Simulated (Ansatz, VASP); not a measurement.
**One calculation of BN, two programs**

```
B N
1.0
     2.55394    0.00000    0.00000
    -1.27697    2.21178    0.00000
     0.00000    0.00000    4.05778
B N
2 2
Direct
  0.66667 0.33333 0.99972
  0.33333 0.66667 0.49972
  0.66667 0.33333 0.62528
  0.33333 0.66667 0.12528
```

Change from the starting cell: strain +0.000 along x and y, -0.040 along z, atoms carried along.

Alike in both runs: task single point; functional r2SCAN; k mesh 12 × 12 × 6; occupations gaussian, width 0.05 eV; no spin polarisation.

```csv
,VASP,Ansatz
version,VASP 6.6.1,Ansatz 0.2.0
potentials or method,"VASP PAW PBE potentials, release 64 (B, N), cutoff 520 eV","scalar-relativistic, plane waves, PAW"
valence electrons in the cell,16,16
```

Ansatz gave:

* gap on the k mesh at the Fermi level (eV): 5.85
* least direct gap on the mesh (eV): 8.81
* pressure (GPa): 12.8
* traceless stress, the component that is largest in VASP (GPa): 29.68
* rms of the force components (eV/Å): 0.077

Q: What did VASP give for the same quantities?

A: gap on the k mesh at the Fermi level (eV): 5.82; least direct gap on the mesh (eV): 8.78; pressure (GPa): 14.0; traceless stress, the component that is largest in VASP (GPa): 29.86; rms of the force components (eV/Å): 0.081.

VASP's potentials were made for PBE, not for r2SCAN. Atom by atom the forces differ by 0.004 eV/Å (rms over components).
